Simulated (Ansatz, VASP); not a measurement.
## ScRu3: VASP beside Ansatz

Contents of INCAR:

```
SYSTEM = ScRu3
ALGO = Normal
EDIFF = 1E-7
ENCUT = 520
GGA = PE
ISIF = 2
ISMEAR = -1
LASPH = .True.
LCHARG = .False.
LREAL = .False.
LWAVE = .False.
NBANDS = 34
NELM = 80
PREC = Accurate
SIGMA = 0.05
```

KPOINTS

```
k-points
0
Gamma
  7 7 7
  0 0 0
```

File POSCAR:

```
ScRu3
1.0
    3.9384370000      0.0000000000      0.0000000000
    0.0000000000      3.9384370000      0.0000000000
    0.0000000000      0.0000000000      3.9384370000
Ru Sc
3 1
Direct
    0.5000000000      0.5000000000      0.0000000000
    0.5000000000      0.0000000000      0.5000000000
    0.0000000000      0.5000000000      0.5000000000
    0.0000000000      0.0000000000      0.0000000000
```

Contents of input.yaml:

```yaml
crystal:
  lattice:
    - [3.938437, 0.0, 0.0]
    - [0.0, 3.938437, 0.0]
    - [0.0, 0.0, 3.938437]
  atoms:
    - { symbol: Ru, position: [0.5, 0.5, 0.0] }
    - { symbol: Ru, position: [0.5, 0.0, 0.5] }
    - { symbol: Ru, position: [0.0, 0.5, 0.5] }
    - { symbol: Sc, position: [0.0, 0.0, 0.0] }
hamiltonian:
  xc: pbe
  pseudopotentials: { kind: paw }
kpoints:
  mp_grid: { grid: [7, 7, 7] }
scf:
  occupations: { method: fermi_dirac, width: 0.05 }
output:
  forces: true
  stress: true
  eigenvalues: true
```

Alike in both runs: task single point; functional PBE; k mesh 7 × 7 × 7; occupations fermi-dirac, width 0.05 eV; no spin polarisation.

|  | VASP | Ansatz |
| --- | --- | --- |
| version | VASP 6.6.1 | Ansatz 0.2.0 |
| potentials or method | VASP PAW PBE potentials, release 64 (Ru_pv, Sc_sv) | Ansatz PAW |
| plane-wave cutoff (eV) | 520 | 420 |
| valence electrons in the cell | 53 | 59 |

VASP gave:

| Item | Value |
| --- | --- |
| gap on the k mesh at the Fermi level (eV) | none |
| pressure (GPa) | -1.5 |

Question: Estimate Ansatz's values.

Answer: gap on the k mesh at the Fermi level (eV): none; pressure (GPa): -1.7.

A gap of «none» marks a metal or a gap that the smearing closes. The functional is the same, so the differences come from potentials, cutoffs and numerics. VASP's potentials hold 53 valence electrons a cell and Ansatz's 59, so a difference there can come from the potentials and not from the codes.
